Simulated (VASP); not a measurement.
# GaAs (F-43m) in VASP: settings compared

Aim: see how the results for GaAs move with the level of theory and the settings. Levels: PBE-based global hybrid with 20 % exact exchange, PBE-based global hybrid with 75 % exact exchange. Tasks: single point.

Program: VASP 6.6.1. These are calculated values, not measurements. Logs are shortened: lines on timing, memory, paths and dates and some standing lists are left out, and cuts for length are marked.

## (1) The cell of the first run

The structure is cubic, space group F-43m (No. 216). The conventional cell has a = 5.666 Å, b = 5.666 Å, c = 5.666 Å, α = 90.00°, β = 90.00°, γ = 90.00°. Ga (site symmetry -43m) has 4 As at 2.45 Å within 3.2 Å. Within 3.2 Å of As (site symmetry -43m) lie 4 Ga at 2.45 Å.

## (2) Single point, PBE-based global hybrid with 20 % exact exchange

Contents of POSCAR:

```
GaAs
1.0
    0.0000000000      2.8330831910      2.8330831910
    2.8330831910      0.0000000000      2.8330831910
    2.8330831910      2.8330831910      0.0000000000
Ga As
1 1
Direct
    0.0000000000      0.0000000000      0.0000000000
    0.2500000000      0.2500000000      0.2500000000
```

Contents of INCAR.step1:

```
SYSTEM = GaAs
PREC     = Accurate       ! precision mode
ENCUT    = 520            ! plane-wave cutoff, eV
EDIFF    = 1E-5           ! SCF threshold, eV
ISMEAR   = 0              ! smearing method
SIGMA    = 0.01           ! smearing width, eV
LREAL    = .False.        ! projectors in reciprocal space
LASPH    = .True.         ! aspherical terms in the spheres
NELM     = 60             ! most SCF steps
ALGO     = Normal         ! electronic algorithm
ISIF     = 2              ! what is computed and relaxed
LWAVE    = .True.         ! write WAVECAR
NBANDS   = 16             ! bands
GGA      = PE             ! functional
```

Contents of INCAR.step2:

```
SYSTEM = GaAs
PREC     = Accurate       ! precision mode
ENCUT    = 520            ! plane-wave cutoff, eV
EDIFF    = 1E-6           ! SCF threshold, eV
ISMEAR   = 0              ! smearing method
SIGMA    = 0.01           ! smearing width, eV
LREAL    = .False.        ! projectors in reciprocal space
LASPH    = .True.         ! aspherical terms in the spheres
NELM     = 60             ! most SCF steps
ALGO     = Normal         ! electronic algorithm
ISIF     = 2              ! what is computed and relaxed
LWAVE    = .False.        ! write WAVECAR
LCHARG   = .True.         ! write CHGCAR
GGA      = PE             ! functional
LHFCALC  = .True.         ! exact exchange
AEXX     = 0.2            ! exact-exchange fraction
PRECFOCK = Normal       
LELF     = .True.         ! ELF
LVHAR    = .True.       
NBANDS   = 16             ! bands
ISTART   = 1
```

Contents of KPOINTS:

```
regular mesh
0
Gamma
  4 4 4
  0 0 0
```

Potentials or basis: VASP PAW PBE potentials, release 64 (Ga_d, As).

The run is started by

```sh
> cat potpaw_PBE.64/Ga_d/POTCAR potpaw_PBE.64/As/POTCAR > POTCAR
> cp INCAR.step1 INCAR
> mpirun -np 1 vasp_std > vasp.out
> cp INCAR.step2 INCAR
> mpirun -np 1 vasp_std > vasp.out
```

OUTCAR:

```text
SYSTEM = GaAs
   PREC = Accurate
   ENCUT = 520
   EDIFF = 1E-6
   ISMEAR = 0
   LREAL = .False.
   LASPH = .True.
   NELM = 60
   ISIF = 2
   GGA = PE
   LHFCALC = .True.
   AEXX = 0.2
   PRECFOCK = Normal
   ISTART = 1

 ion  position               nearest neighbor table
   1  0.000  0.000  0.000-   2 2.45   2 2.45   2 2.45   2 2.45
   2  0.250  0.250  0.250-   1 2.45   1 2.45   1 2.45   1 2.45

  LATTYP: Found a face centered cubic cell.
 ALAT       =     5.6661663820

  Lattice vectors:

 A1 = (   0.0000000000,   2.8330831910,   2.8330831910)
 A2 = (   2.8330831910,   0.0000000000,   2.8330831910)
 A3 = (   2.8330831910,   2.8330831910,   0.0000000000)

Analysis of symmetry for initial positions (statically):
=====================================================================
 Subroutine PRICEL returns:
 Original cell was already a primitive cell.

 Routine SETGRP: Setting up the symmetry group for a
 face centered cubic supercell.

 Subroutine GETGRP returns: Found 24 space group operations
 (whereof 24 operations were pure point group operations)
 out of a pool of 48 trial point group operations.

The static configuration has the point symmetry T_d .

Analysis of symmetry for dynamics (positions and initial velocities):
=====================================================================
 Subroutine PRICEL returns:
 Original cell was already a primitive cell.

 Routine SETGRP: Setting up the symmetry group for a
 face centered cubic supercell.

 Subroutine GETGRP returns: Found 24 space group operations
 (whereof 24 operations were pure point group operations)
 out of a pool of 48 trial point group operations.

The dynamic configuration has the point symmetry T_d .

 Subroutine INISYM returns: Found 24 space group operations
 (whereof 24 operations are pure point group operations),
 and found     1 'primitive' translations

----------------------------------------------------------------------------------------

                                     Primitive cell

  volume of cell :      45.4787

  direct lattice vectors                    reciprocal lattice vectors
     0.000000000  2.833083191  2.833083191    -0.176486169  0.176486169  0.176486169
     2.833083191  0.000000000  2.833083191     0.176486169 -0.176486169  0.176486169
     2.833083191  2.833083191  0.000000000     0.176486169  0.176486169 -0.176486169

  length of vectors
     4.006584672  4.006584672  4.006584672     0.305683012  0.305683012  0.305683012

  position of ions in fractional coordinates (direct lattice)
     0.000000000  0.000000000  0.000000000
     0.250000000  0.250000000  0.250000000

  ion indices of the primitive-cell ions
   primitive index   ion index
                 1           1
                 2           2

----------------------------------------------------------------------------------------

 KPOINTS: regular mesh

Automatic generation of k-mesh.
 Grid dimensions read from file:
 generate k-points for:    4    4    4

 Generating k-lattice:

  Cartesian coordinates                     Fractional coordinates (reciprocal lattice)
    -0.044121542  0.044121542  0.044121542     0.250000000  0.000000000  0.000000000
     0.044121542 -0.044121542  0.044121542     0.000000000  0.250000000  0.000000000
     0.044121542  0.044121542 -0.044121542     0.000000000  0.000000000  0.250000000

  Length of vectors
     0.076420753  0.076420753  0.076420753

  Shift w.r.t. Gamma in fractional coordinates (k-lattice)
     0.000000000  0.000000000  0.000000000

 Subroutine IBZKPT returns following result:
 ===========================================

 Found      8 irreducible k-points:

 Following reciprocal coordinates:
            Coordinates               Weight
  0.000000  0.000000  0.000000      1.000000
  0.250000  0.000000  0.000000      8.000000
  0.500000  0.000000  0.000000      4.000000
  0.250000  0.250000  0.000000      6.000000
  0.500000  0.250000  0.000000     24.000000
 -0.250000  0.250000  0.000000     12.000000
  0.500000  0.500000  0.000000      3.000000
 -0.250000  0.500000  0.250000      6.000000
   k-points           NKPTS =      8   k-points in BZ     NKDIM =     64   number of bands    NBANDS=     16
   number of dos      NEDOS =    301   number of ions     NIONS =      2
   total plane-waves  NPLWV =  27000
   dimension x,y,z NGX =    30 NGY =   30 NGZ =   30
   dimension x,y,z NGXF=    60 NGYF=   60 NGZF=   60
   ions per type =               1   1
   NGX,Y,Z   is equivalent  to a cutoff of  12.45, 12.45, 12.45 a.u.
   NGXF,Y,Z  is equivalent  to a cutoff of  24.90, 24.90, 24.90 a.u.
 SYSTEM =  GaAs
   PREC   = accura    normal or accurate (medium, high low for compatibility)
   ISTART =      1    job   : 0-new  1-cont  2-samecut
   ICHARG =      0    charge: 1-file 2-atom 10-const
   ISPIN  =      1    spin polarized calculation?
   LNONCOLLINEAR =      F non collinear calculations
   LSORBIT =      F    spin-orbit coupling
   LASPH  =      T    aspherical Exc in radial PAW
   ENCUT  =  520.0 eV  38.22 Ry    6.18 a.u.   7.45  7.45  7.45*2*pi/ulx,y,z
   NELM   =     60;   NELMIN=  2; NELMDL=  0     # of ELM steps
   EDIFF  = 0.1E-05   stopping-criterion for ELM
   LREAL  =      F    real-space projection
   EDIFFG = 0.1E-04   stopping-criterion for IOM
   NSW    =      0    number of steps for IOM
   IBRION =     -1    ionic relax: 0-MD 1-quasi-New 2-CG
   NFREE  =      0    steps in history (QN), initial steepest desc. (CG)
   ISIF   =      2    stress and relaxation
   ISYM   =      3    0-nonsym 1-usesym 2-fastsym
   POTIM  = 0.5000    time-step for ionic-motion
   TEBEG  =    0.0;   TEEND  =   0.0 temperature during run
   PSTRESS=    0.0 pullay stress
   NELECT =      18.0000    total number of electrons
   NUPDOWN=      -1.0000    fix difference up-down
   EMIN   =  10.00;   EMAX   =-10.00  energy-range for DOS
   EFERMI =   0.00;   METHOD = LEGACY
   ISMEAR =     0;   SIGMA  =   0.01  broadening in eV -4-tet -1-fermi 0-gaus
   EFERMI_NEDOS =   21; number of points for ismear=-14 and -15
   IALGO  =     38    algorithm
   IMIX   =      1    mixing-type and parameters
     AMIX     =   0.40;   BMIX     =  1.00
     AMIX_MAG =   1.60;   BMIX_MAG =  1.00
  volume/ion in A,a.u.               =      22.74       153.45
  Fermi-wavevector in a.u.,A,eV,Ry     =   1.201978  2.271408 19.657016  1.444750
  Thomas-Fermi vector in A             =   2.337772
   LORBIT       =      0    0 simple, 1 ext, 2 COOP (PROOUT), +10 PAW based schemes
   GGA     = PE    functional components
   LHFCALC =     T    Hartree Fock is set to
   PRECFOCK=normal    Normal, Fast or Accurate (Low or Medium for compatibility)
   ENCUT4O =  -1.0   cutoff for four orbital integrals eV
   NKREDX  =     1    reduce k-point grid by
   NKREDY  =     1    reduce k-point grid by
   NKREDZ  =     1    reduce k-point grid by
   AEXX    =    0.2000 exact exchange contribution
   HFSCREEN=    0.0000 screening length (either q_TF or 0.3 A-1)
   HFSCREENC=   0.0000 screening length for correlation (either q_TF or 0.3 A-1)
   ENCUTFOCK=  -1.0 apply spherical cutoff to Coloumb kernel
   IVDW    =     0    specifies the selected vdW correction
   LEPSILON=     F    determine dielectric tensor
   LRPA    =     F    only Hartree local field effects (RPA)
 non-spin polarized calculation
 Gauss-broadening in eV      SIGMA  =   0.01
  energy-cutoff  :      520.00
  volume of cell :       45.48
 maximum number of plane-waves:      1243
 NGX is ok and might be reduce to    30
  NGX = 24; NGY = 24; NGZ = 24

 number of electron      17.9999990 magnetization

 Free energy of the ion-electron system (eV)
  ---------------------------------------------------
  ext. energy  EPLUGINS =         0.00000000
  ---------------------------------------------------
  free energy    TOTEN  =       -10.10601809 eV

  energy without entropy =      -10.10601809  energy(sigma->0) =      -10.10601809

 E-fermi :   3.3806     XC(G=0):  -7.9406

 val. band max:        3.2572793367   @ k =   0.0000   0.0000   0.0000
 cond. band min:       5.0363571771   @ k =   0.0000   0.0000   0.0000
 fundamental gap:      1.7790778404
 Fermi energy:         3.3805699822

 k-point     1 :       0.0000    0.0000    0.0000
  band No.  band energies     occupation
      1     -13.6447      2.00000
      2     -13.6447      2.00000
      3     -13.6447      2.00000
      4     -13.5661      2.00000
      5     -13.5661      2.00000
      6     -10.4439      2.00000
[... 8 lines left out ...]
     15      14.7444      0.00000
     16      14.7444      0.00000

 k-point     2 :       0.2500    0.0000    0.0000
  band No.  band energies     occupation
      1     -13.6730      2.00000
      2     -13.6345      2.00000
      3     -13.6345      2.00000
      4     -13.5660      2.00000
      5     -13.5660      2.00000
      6      -9.7138      2.00000
[... 8 lines left out ...]
     15      13.6069      0.00000
     16      13.6069      0.00000

 k-point     3 :       0.5000    0.0000    0.0000
  band No.  band energies     occupation
      1     -13.6995      2.00000
      2     -13.6267      2.00000
      3     -13.6267      2.00000
      4     -13.5635      2.00000
      5     -13.5635      2.00000
      6      -8.5694      2.00000
[... 8 lines left out ...]
     15      16.6326      0.00000
     16      16.6326      0.00000

 k-point     4 :       0.2500    0.2500    0.0000
  band No.  band energies     occupation
      1     -13.6908      2.00000
      2     -13.6232      2.00000
      3     -13.6232      2.00000
      4     -13.5759      2.00000
      5     -13.5607      2.00000
      6      -9.4613      2.00000
[... 8 lines left out ...]
     15      15.7905      0.00000
     16      16.1464      0.00000

 k-point     5 :       0.5000    0.2500    0.0000
  band No.  band energies     occupation
      1     -13.7110      2.00000
      2     -13.6170      2.00000
      3     -13.6129      2.00000
      4     -13.5759      2.00000
      5     -13.5603      2.00000
      6      -8.2556      2.00000
[... 8 lines left out ...]
     15      16.7632      0.00000
     16      17.3581      0.00000

 k-point     6 :      -0.2500    0.2500    0.0000
  band No.  band energies     occupation
      1     -13.6982      2.00000
      2     -13.6232      2.00000
      3     -13.6222      2.00000
      4     -13.5679      2.00000
      5     -13.5662      2.00000
      6      -8.7013      2.00000
[... 8 lines left out ...]
     15      15.1037      0.00000
     16      17.4535      0.00000

 k-point     7 :       0.5000    0.5000    0.0000
  band No.  band energies     occupation
      1     -13.7293      2.00000
      2     -13.6008      2.00000
      3     -13.6008      2.00000
      4     -13.5881      2.00000
      5     -13.5552      2.00000
      6      -7.7663      2.00000
[... 8 lines left out ...]
     15      18.0634      0.00000
     16      18.0981      0.00000

 k-point     8 :      -0.2500    0.5000    0.2500
  band No.  band energies     occupation
      1     -13.7166      2.00000
      2     -13.6170      2.00000
      3     -13.6038      2.00000
      4     -13.5765      2.00000
      5     -13.5627      2.00000
      6      -7.7084      2.00000
[... 8 lines left out ...]
     15      17.0238      0.00000
     16      18.0795      0.00000

------------------------ aborting loop because EDIFF is reached ----------------------------------------

  FORCE on cell =-STRESS in cart. coord.  units (eV):
  Direction    XX          YY          ZZ          XY          YZ          ZX
  --------------------------------------------------------------------------------------
  -------------------------------------------------------------------------------------
  Total        0.2966257      0.2966257      0.2966257      0.0000000      0.0000000     -0.0000000
  in kB       10.4498811     10.4498811     10.4498811      0.0000000      0.0000000     -0.0000000
  external PRESSURE =      10.4498811 kB  Pullay stress =       0.0000000 kB

 VOLUME and BASIS-vectors are now :
 -----------------------------------------------------------------------------
  energy-cutoff  :      520.00
  volume of cell :       45.48
      direct lattice vectors                 reciprocal lattice vectors
     0.000000000  2.833083191  2.833083191    -0.176486169  0.176486169  0.176486169
     2.833083191  0.000000000  2.833083191     0.176486169 -0.176486169  0.176486169
     2.833083191  2.833083191  0.000000000     0.176486169  0.176486169 -0.176486169

 POSITION                                       TOTAL-FORCE (eV/Angst)
 -----------------------------------------------------------------------------------
      0.00000      0.00000      0.00000         0.000000      0.000000      0.000000
      1.41654      1.41654      1.41654        -0.000000     -0.000000     -0.000000
 -----------------------------------------------------------------------------------
    total drift:                               -0.000093     -0.000090     -0.000069

  FREE ENERGIE OF THE ION-ELECTRON SYSTEM (eV)
  ---------------------------------------------------
  free  energy   TOTEN  =       -10.1060180942 eV

  energy  without entropy=      -10.1060180942  energy(sigma->0) =      -10.10601809
```

Run time: 12 min. Hardware: 1 thread of Intel Xeon 8259CL, shared host; peak memory 0.19 GiB.

What came out:

| Quantity | Value |
| --- | --- |
| Free energy | -10.1060 eV |
| Pressure | 1.0 GPa |
| Band gap on the k mesh | 1.78 eV |

Caveat: the k points lie up to 0.48 Å⁻¹ apart; the PAW data sets were made with another functional, which shifts forces and pressure a little. A k mesh can miss the band edges.

## (3) Single point, PBE-based global hybrid with 75 % exact exchange

POSCAR is that of step 2.

Contents of INCAR.step1:

```
ALGO = Normal ; EDIFF = 1E-5
ENCUT = 520 ; GGA = PE
ISIF = 2 ; ISMEAR = 0
LASPH = T ; LREAL = F
LWAVE = T ; NBANDS = 16
NELM = 100 ; PREC = Accurate
SIGMA = 0.01
```

Contents of INCAR.step2:

```
AEXX = 0.75 ; ALGO = Normal
EDIFF = 1E-7 ; ENCUT = 520
GGA = PE ; ISIF = 2
ISMEAR = 0 ; ISTART = 1
LASPH = T ; LCHARG = T
LELF = T ; LHFCALC = T
LREAL = F ; LVHAR = T
LWAVE = F ; NBANDS = 16
NELM = 100 ; PREC = Accurate
PRECFOCK = Normal ; SIGMA = 0.01
```

Contents of KPOINTS:

```
k-points
0
Gamma
  4 4 4
```

Potentials or basis: VASP PAW PBE potentials, release 64 (Ga_d, As).

The run is started by

```sh
> cat potpaw_PBE.64/Ga_d/POTCAR potpaw_PBE.64/As/POTCAR > POTCAR
> cp INCAR.step1 INCAR
> mpirun -np 1 vasp_std > vasp.out
> cp INCAR.step2 INCAR
> mpirun -np 1 vasp_std > vasp.out
```

Run time: 17 min. Hardware: 1 thread of Intel Xeon 8259CL, shared host; peak memory 0.19 GiB.

It converged, with:

| Quantity | Value |
| --- | --- |
| Free energy | -16.2756 eV |
| Pressure | -4.4 GPa |
| Band gap on the k mesh | 5.74 eV (least direct gap 5.84 eV) |

Levels at points of the mesh, in eV from the valence-band top:
```tsv
k point	band 5	band 6	band 7	band 8	band 9	band 10	band 11	band 12	band 13	band 14
(0.00, 0.00, 0.00)	-22.50	-16.34	0.00	0.00	0.00	5.84	8.67	8.67	8.67	12.96
(0.50, 0.00, 0.00)	-22.50	-14.10	-8.23	-1.37	-1.37	5.86	9.58	9.58	12.78	16.30
(0.50, 0.50, 0.00)	-22.49	-13.14	-8.37	-3.29	-3.29	5.74	6.18	16.67	16.67	17.18
```

Caveat: the k points lie up to 0.48 Å⁻¹ apart; the PAW data sets were made with another functional, which shifts forces and pressure a little. A k mesh can miss the band edges.
